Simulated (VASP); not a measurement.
# FePt (Tetraferroplatinum) (P4/mmm) in VASP: a series of runs

The runs below take FePt (Tetraferroplatinum) through single point, with PBEsol, PBEsol+D4, PBE.

Everything below comes from runs of VASP 6.6.1. Logs are shortened: lines on timing, memory, paths and dates and some standing lists are left out, and cuts for length are marked.

### Step 1. The cell of the first run

The structure is tetragonal, space group P4/mmm (No. 123). Conventional cell: a = 2.662 Å, b = 2.662 Å, c = 3.648 Å, α = 90.00°, β = 90.00°, γ = 90.00°. Within 3.5 Å of Pt (site symmetry 4/mmm) lie 8 Fe at 2.62 Å and 4 Pt at 2.66 Å. Fe (site symmetry 4/mmm) has 8 Pt at 2.62 Å and 4 Fe at 2.66 Å within 3.5 Å.

### Step 2. Single point, PBEsol, collinear spin, ferromagnetic start

INCAR reads:

```
PREC = Accurate
ENCUT = 520
EDIFF = 1E-6
ISMEAR = -1
SIGMA = 0.05
LREAL = False
LASPH = True
NELM = 150
ALGO = Normal
ISIF = 2
LWAVE = False
LCHARG = False
ISPIN = 2
MAGMOM = 0 3
LORBIT = 11
LMAXMIX = 4
GGA = PS
NBANDS = 20
```

KPOINTS reads:

```
regular mesh
0
Gamma
  10 10 7
```

POSCAR reads:

```
FePt
1.0
    2.6615555051      0.0000000000      0.0000000000
    0.0000000000      2.6615555051      0.0000000000
    0.0000000000      0.0000000000      3.6475568148
Pt Fe
1 1
Direct
    0.5000000000      0.5000000000      0.5000000000
    0.0000000000      0.0000000000      0.0000000000
```

Potentials or basis: VASP PAW PBE potentials, release 64 (Pt, Fe).

Run with:

```console
cat potpaw_PBE.64/Pt/POTCAR potpaw_PBE.64/Fe/POTCAR > POTCAR
mpirun -np 1 vasp_std > vasp.out
```

OUTCAR:

```text
PREC = Accurate
   ENCUT = 520
   EDIFF = 1E-6
   ISMEAR = -1
   LREAL = False
   LASPH = True
   NELM = 150
   ISIF = 2
   ISPIN = 2
   LORBIT = 11
   GGA = PS

 ion  position               nearest neighbor table
   1  0.500  0.500  0.500-   2 2.62   2 2.62   2 2.62   2 2.62   2 2.62   2 2.62   2 2.62   2 2.62

   2  0.000  0.000  0.000-   1 2.62   1 2.62   1 2.62   1 2.62   1 2.62   1 2.62   1 2.62   1 2.62

  LATTYP: Found a simple tetragonal cell.
 ALAT       =     2.6615555051
 C/A-ratio  =     1.3704605475

  Lattice vectors:

 A1 = (   2.6615555051,   0.0000000000,   0.0000000000)
 A2 = (   0.0000000000,   2.6615555051,   0.0000000000)
 A3 = (   0.0000000000,   0.0000000000,   3.6475568148)

Analysis of symmetry for initial positions (statically):
=====================================================================
 Subroutine PRICEL returns:
 Original cell was already a primitive cell.

 Routine SETGRP: Setting up the symmetry group for a
 simple tetragonal supercell.

 Subroutine GETGRP returns: Found 16 space group operations
 (whereof 16 operations were pure point group operations)
 out of a pool of 16 trial point group operations.

The static configuration has the point symmetry D_4h.

Analysis of symmetry for dynamics (positions and initial velocities):
=====================================================================
 Subroutine PRICEL returns:
 Original cell was already a primitive cell.

 Routine SETGRP: Setting up the symmetry group for a
 simple tetragonal supercell.

 Subroutine GETGRP returns: Found 16 space group operations
 (whereof 16 operations were pure point group operations)
 out of a pool of 16 trial point group operations.

The dynamic configuration has the point symmetry D_4h.

Analysis of structural, dynamic, and magnetic symmetry:
=====================================================================
 Subroutine PRICEL returns:
 Original cell was already a primitive cell.

 Routine SETGRP: Setting up the symmetry group for a
 simple tetragonal supercell.

 Subroutine GETGRP returns: Found 16 space group operations
 (whereof 16 operations were pure point group operations)
 out of a pool of 16 trial point group operations.

The overall configuration has the point symmetry D_4h.

 Subroutine INISYM returns: Found 16 space group operations
 (whereof 16 operations are pure point group operations),
 and found     1 'primitive' translations

----------------------------------------------------------------------------------------

                                     Primitive cell

  volume of cell :      25.8388

  direct lattice vectors                    reciprocal lattice vectors
     2.661555505  0.000000000  0.000000000     0.375720137  0.000000000  0.000000000
     0.000000000  2.661555505  0.000000000     0.000000000  0.375720137  0.000000000
     0.000000000  0.000000000  3.647556815     0.000000000  0.000000000  0.274156113

  length of vectors
     2.661555505  2.661555505  3.647556815     0.375720137  0.375720137  0.274156113

  position of ions in fractional coordinates (direct lattice)
     0.500000000  0.500000000  0.500000000
     0.000000000  0.000000000  0.000000000

  ion indices of the primitive-cell ions
   primitive index   ion index
                 1           1
                 2           2

----------------------------------------------------------------------------------------

 KPOINTS: regular mesh

Automatic generation of k-mesh.
 Grid dimensions read from file:
 generate k-points for:   10   10    7

 Generating k-lattice:

  Cartesian coordinates                     Fractional coordinates (reciprocal lattice)
     0.037572014  0.000000000  0.000000000     0.100000000  0.000000000  0.000000000
     0.000000000  0.037572014  0.000000000     0.000000000  0.100000000  0.000000000
     0.000000000  0.000000000  0.039165159     0.000000000  0.000000000  0.142857143

  Length of vectors
     0.037572014  0.037572014  0.039165159

  Shift w.r.t. Gamma in fractional coordinates (k-lattice)
     0.000000000  0.000000000  0.000000000

 Subroutine IBZKPT returns following result:
 ===========================================

 Found     84 irreducible k-points:

 Following reciprocal coordinates:
            Coordinates               Weight
  0.000000  0.000000  0.000000      1.000000
  0.100000  0.000000  0.000000      4.000000
  0.200000  0.000000  0.000000      4.000000
  0.300000  0.000000  0.000000      4.000000
  0.400000  0.000000  0.000000      4.000000
  0.500000  0.000000  0.000000      2.000000
[... 16 lines left out ...]
  0.100000  0.000000  0.142857      8.000000
  0.200000  0.000000  0.142857      8.000000
 [... further k-points ...]
   k-points           NKPTS =     84   k-points in BZ     NKDIM =     84   number of bands    NBANDS=     20
   number of dos      NEDOS =    301   number of ions     NIONS =      2
   total plane-waves  NPLWV =  11200
   dimension x,y,z NGX =    20 NGY =   20 NGZ =   28
   dimension x,y,z NGXF=    40 NGYF=   40 NGZF=   56
   ions per type =               1   1
   NGX,Y,Z   is equivalent  to a cutoff of  12.49, 12.49, 12.76 a.u.
   NGXF,Y,Z  is equivalent  to a cutoff of  24.98, 24.98, 25.52 a.u.
 SYSTEM =  unknown system
   PREC   = accura    normal or accurate (medium, high low for compatibility)
   ISTART =      0    job   : 0-new  1-cont  2-samecut
   ICHARG =      2    charge: 1-file 2-atom 10-const
   ISPIN  =      2    spin polarized calculation?
   LNONCOLLINEAR =      F non collinear calculations
   LSORBIT =      F    spin-orbit coupling
   LASPH  =      T    aspherical Exc in radial PAW
   ENCUT  =  520.0 eV  38.22 Ry    6.18 a.u.   4.95  4.95  6.78*2*pi/ulx,y,z
   NELM   =    150;   NELMIN=  2; NELMDL= -5     # of ELM steps
   EDIFF  = 0.1E-05   stopping-criterion for ELM
   LREAL  =      F    real-space projection
   EDIFFG = 0.1E-04   stopping-criterion for IOM
   NSW    =      0    number of steps for IOM
   IBRION =     -1    ionic relax: 0-MD 1-quasi-New 2-CG
   NFREE  =      0    steps in history (QN), initial steepest desc. (CG)
   ISIF   =      2    stress and relaxation
   ISYM   =      2    0-nonsym 1-usesym 2-fastsym
   POTIM  = 0.5000    time-step for ionic-motion
   TEBEG  =    0.0;   TEEND  =   0.0 temperature during run
   PSTRESS=    0.0 pullay stress
   NELECT =      18.0000    total number of electrons
   NUPDOWN=      -1.0000    fix difference up-down
   EMIN   =  10.00;   EMAX   =-10.00  energy-range for DOS
   EFERMI =   0.00;   METHOD = LEGACY
   ISMEAR =    -1;   SIGMA  =   0.05  broadening in eV -4-tet -1-fermi 0-gaus
   EFERMI_NEDOS =   21; number of points for ismear=-14 and -15
   IALGO  =     38    algorithm
   IMIX   =      4    mixing-type and parameters
     AMIX     =   0.40;   BMIX     =  1.00
     AMIX_MAG =   1.60;   BMIX_MAG =  1.00
  volume/ion in A,a.u.               =      12.92        87.18
  Fermi-wavevector in a.u.,A,eV,Ry     =   1.451247  2.742459 28.655467  2.106117
  Thomas-Fermi vector in A             =   2.568766
   LORBIT       =     11    0 simple, 1 ext, 2 COOP (PROOUT), +10 PAW based schemes
   GGA     = PS    functional components
   LHFCALC =     F    Hartree Fock is set to
   AEXX    =    0.0000 exact exchange contribution
   IVDW    =     0    specifies the selected vdW correction
   LEPSILON=     F    determine dielectric tensor
   LRPA    =     F    only Hartree local field effects (RPA)
 spin polarized calculation
  energy-cutoff  :      520.00
  volume of cell :       25.84
 maximum number of plane-waves:       716
 NGX is ok and might be reduce to    20
   NGX =  9   NGY =  9   NGZ = 13

 number of electron      18.0000007 magnetization       3.1845311

 Free energy of the ion-electron system (eV)
  ---------------------------------------------------
  ext. energy  EPLUGINS =         0.00000000
  ---------------------------------------------------
  free energy    TOTEN  =       -16.26744943 eV

  energy without entropy =      -16.25714447  energy(sigma->0) =      -16.26229695

 E-fermi :   9.4668     XC(G=0): -13.5871

 val. band max:        9.4656984979   @ k =   0.4000   0.4000   0.2857
 cond. band min:       9.4784862257   @ k =   0.5000   0.2000   0.2857
 fundamental gap:      0.0127877278
 Fermi energy:         9.4667739791

 spin component 1

 k-point     1 :       0.0000    0.0000    0.0000
  band No.  band energies     occupation
      1      -0.7432      1.00000
      2       2.5806      1.00000
      3       2.7217      1.00000
      4       5.8723      1.00000
      5       5.8723      1.00000
      6       6.4748      1.00000
[... 12 lines left out ...]
     19      31.4839      0.00000
     20      31.4839      0.00000

 k-point     2 :       0.1000    0.0000    0.0000
  band No.  band energies     occupation
      1      -0.4662      1.00000
      2       2.7257      1.00000
      3       2.9253      1.00000
      4       5.7400      1.00000
      5       5.9555      1.00000
      6       6.5481      1.00000
[... 12 lines left out ...]
     19      31.6232      0.00000
     20      32.0047      0.00000

 k-point     3 :       0.2000    0.0000    0.0000
  band No.  band energies     occupation
      1       0.2985      1.00000
      2       3.0555      1.00000
      3       3.5643      1.00000
      4       5.3671      1.00000
      5       6.1972      1.00000
      6       6.6518      1.00000
[... 12 lines left out ...]
     19      31.5558      0.00000
     20      33.4439      0.00000

 k-point     4 :       0.3000    0.0000    0.0000
  band No.  band energies     occupation
      1       1.3569      1.00000
      2       3.5377      1.00000
      3       4.3866      1.00000
      4       4.8523      1.00000
      5       6.4825      1.00000
      6       6.5218      1.00000
[... 429 lines left out ...]
 k-point    23 :       0.1000    0.0000    0.1429
  band No.  band energies     occupation
      1      -0.2105      1.00000
      2       2.8406      1.00000
      3       3.0115      1.00000
      4       5.7961      1.00000
      5       6.0380      1.00000
      6       6.4795      1.00000
[... 12 lines left out ...]
     19      31.6477      0.00000
     20      31.7765      0.00000

 k-point    24 :       0.2000    0.0000    0.1429
  band No.  band energies     occupation
      1       0.5240      1.00000
      2       3.1360      1.00000
      3       3.6765      1.00000
      4       5.3769      1.00000
      5       6.1635      1.00000
      6       6.6188      1.00000
[... 12 lines left out ...]
     19      33.1952      0.00000
     20      33.6068      0.00000

 [... further k-points ...]

 spin component 2

 k-point     1 :       0.0000    0.0000    0.0000
  band No.  band energies     occupation
      1      -0.5532      1.00000
      2       3.1000      1.00000
      3       3.1365      1.00000
      4       6.8996      1.00000
      5       6.8996      1.00000
      6       8.5524      1.00000
[... 12 lines left out ...]
     19      31.6322      0.00000
     20      31.6322      0.00000

 k-point     2 :       0.1000    0.0000    0.0000
  band No.  band energies     occupation
      1      -0.2743      1.00000
      2       3.2206      1.00000
      3       3.3709      1.00000
      4       6.6266      1.00000
      5       6.9801      1.00000
      6       8.5005      1.00000
[... 12 lines left out ...]
     19      32.1482      0.00000
     20      32.1555      0.00000

 k-point     3 :       0.2000    0.0000    0.0000
  band No.  band energies     occupation
      1       0.4942      1.00000
      2       3.5168      1.00000
      3       4.0720      1.00000
      4       5.9505      1.00000
      5       7.2085      1.00000
      6       7.9926      1.00000
[... 12 lines left out ...]
     19      31.8823      0.00000
     20      33.6038      0.00000

 k-point     4 :       0.3000    0.0000    0.0000
  band No.  band energies     occupation
      1       1.5527      1.00000
      2       3.9576      1.00000
      3       5.0033      1.00000
      4       5.2053      1.00000
      5       7.4082      1.00000
      6       7.5398      1.00000
[... 429 lines left out ...]
 k-point    23 :       0.1000    0.0000    0.1429
  band No.  band energies     occupation
      1      -0.0214      1.00000
      2       3.2926      1.00000
      3       3.4673      1.00000
      4       6.6504      1.00000
      5       7.0361      1.00000
      6       8.5297      1.00000
[... 12 lines left out ...]
     19      32.0000      0.00000
     20      32.2018      0.00000

 k-point    24 :       0.2000    0.0000    0.1429
  band No.  band energies     occupation
      1       0.7231      1.00000
      2       3.5745      1.00000
      3       4.1762      1.00000
      4       5.9045      1.00000
      5       7.1777      1.00000
      6       8.0190      1.00000
[... 12 lines left out ...]
     19      33.4364      0.00000
     20      33.8999      0.00000

 [... further k-points ...]

------------------------ aborting loop because EDIFF is reached ----------------------------------------

  FORCE on cell =-STRESS in cart. coord.  units (eV):
  Direction    XX          YY          ZZ          XY          YZ          ZX
  --------------------------------------------------------------------------------------
  -------------------------------------------------------------------------------------
  Total        1.5587276      1.5587276      1.5743498      0.0000000      0.0000000     -0.0000000
  in kB       96.6512989     96.6512989     97.6199764      0.0000000      0.0000000     -0.0000000
  external PRESSURE =      96.9741914 kB  Pullay stress =       0.0000000 kB

 VOLUME and BASIS-vectors are now :
 -----------------------------------------------------------------------------
  energy-cutoff  :      520.00
  volume of cell :       25.84
      direct lattice vectors                 reciprocal lattice vectors
     2.661555505  0.000000000  0.000000000     0.375720137  0.000000000  0.000000000
     0.000000000  2.661555505  0.000000000     0.000000000  0.375720137  0.000000000
     0.000000000  0.000000000  3.647556815     0.000000000  0.000000000  0.274156113

 POSITION                                       TOTAL-FORCE (eV/Angst)
 -----------------------------------------------------------------------------------
      1.33078      1.33078      1.82378         0.000000      0.000000      0.000000
      0.00000      0.00000      0.00000         0.000000      0.000000      0.000000
 -----------------------------------------------------------------------------------
    total drift:                               -0.000000      0.000000      0.000000

  FREE ENERGIE OF THE ION-ELECTRON SYSTEM (eV)
  ---------------------------------------------------
  free  energy   TOTEN  =       -16.2674494300 eV

  energy  without entropy=      -16.2571444701  energy(sigma->0) =      -16.26229695

 total charge

# of ion       s       p       d       tot
------------------------------------------
    1        0.743   0.751   8.092   9.585
    2        0.438   0.513   6.186   7.137
--------------------------------------------------
tot          1.181   1.264  14.278  16.722

 magnetization (x)

# of ion       s       p       d       tot
------------------------------------------
    1       -0.024  -0.063   0.425   0.339
    2        0.003  -0.005   2.804   2.802
--------------------------------------------------
tot         -0.021  -0.068   3.229   3.140
```

It took 34 s on 1 thread of Intel Xeon 6975P-C (Granite Rapids), shared host; peak memory 0.19 GiB.

What came out:

```
Free energy                                           : -16.2674 eV
Pressure                                              : 9.7 GPa
Net moment                                            : 3.18 μB per cell
Site moments                                          : Pt +0.34; Fe +2.80 μB
Valence electrons inside the program's atomic spheres : Pt 9.59; Fe 7.14
```

Stress tensor (GPa, compression positive):
```
9.67 0.00 0.00
0.00 9.67 0.00
0.00 0.00 9.76
```

Caveat: the PAW data sets were made with another functional, which shifts forces and pressure a little; spin-orbit coupling is left out, which moves the levels of the heavy elements.

### Step 3. Single point, PBEsol, collinear spin, ferromagnetic start

This run uses another cell than the first one, of 13.16 Å³/atom, 1.018 times its volume.

INCAR reads:

```
SYSTEM = FePt
ALGO     = Normal         ! electronic algorithm
EDIFF    = 1E-6           ! SCF threshold, eV
ENCUT    = 520            ! plane-wave cutoff, eV
GGA      = PS             ! functional
ISIF     = 2              ! what is computed and relaxed
ISMEAR   = -1             ! smearing method
ISPIN    = 2              ! spin polarisation
LASPH    = .TRUE.         ! aspherical terms in the spheres
LCHARG   = .FALSE.        ! write CHGCAR
LMAXMIX  = 4              ! l up to which the mixer works
LORBIT   = 11             ! projections on sites
LREAL    = .FALSE.        ! projectors in reciprocal space
LWAVE    = .FALSE.        ! write WAVECAR
MAGMOM   = 0 3            ! initial moments
NBANDS   = 20             ! bands
NELM     = 150            ! most SCF steps
PREC     = Accurate       ! precision mode
SIGMA    = 0.05           ! smearing width, eV
```

KPOINTS reads:

```
k-points
0
G
  10 10 7
  0 0 0
```

POSCAR reads:

```
FePt
1.0
    2.6768040818      0.0000000000      0.0000000000
    0.0000000000      2.6768040818      0.0000000000
    0.0000000000      0.0000000000      3.6720713300
Pt Fe
1 1
Direct
    0.5000000000      0.5000000000      0.5000000000
    0.0000000000      0.0000000000      0.0000000000
```

Potentials or basis: VASP PAW PBE potentials, release 64 (Pt, Fe).

Run with:

```console
cat potpaw_PBE.64/Pt/POTCAR potpaw_PBE.64/Fe/POTCAR > POTCAR
mpirun -np 1 vasp_std > vasp.out
```

Wall time 36 s (1 thread of Intel Xeon 6975P-C (Granite Rapids), shared host); peak memory 0.19 GiB.

The run converged. Its results:

```
Free energy                                           : -16.2889 eV
Pressure                                              : 4.7 GPa
Net moment                                            : 3.20 μB per cell
Site moments                                          : Pt +0.33; Fe +2.83 μB
Valence electrons inside the program's atomic spheres : Pt 9.54; Fe 7.09
```

Stress tensor (GPa, compression positive):
```
4.67 0.00 0.00
0.00 4.67 0.00
0.00 0.00 4.77
```

Levels at points of the mesh, in eV from the Fermi level:
Spin up:
```csv
k point,band 8,band 9,band 10,band 11,band 12,band 13,band 14,band 15
"(0.00, 0.00, 0.00)",-1.86,-0.43,-0.25,-0.25,2.18,10.24,11.97,11.97
"(0.50, 0.00, 0.00)",-2.46,-2.07,-1.68,0.33,2.25,10.67,10.86,13.00
"(0.50, 0.50, 0.00)",-0.32,-0.32,0.70,1.58,1.58,8.10,10.66,11.03
```
Spin down:
```
           k point  band 4  band 5  band 6  band 7  band 8  band 9  band 10  band 11  band 12  band 13
(0.00, 0.00, 0.00)   -2.51   -2.51   -0.89   -0.76    0.54    1.70     1.77     1.77     2.43    11.09
(0.50, 0.00, 0.00)   -3.68   -2.61   -1.42   -1.34   -1.06    0.43     0.69     2.58     2.72    11.49
(0.50, 0.50, 0.00)   -5.10    1.06    1.30    1.68    1.79    1.79     1.85     1.85     1.86     8.93
```

Caveat: the PAW data sets were made with another functional, which shifts forces and pressure a little; spin-orbit coupling is left out, which moves the levels of the heavy elements.

[end of part 1 of 2]
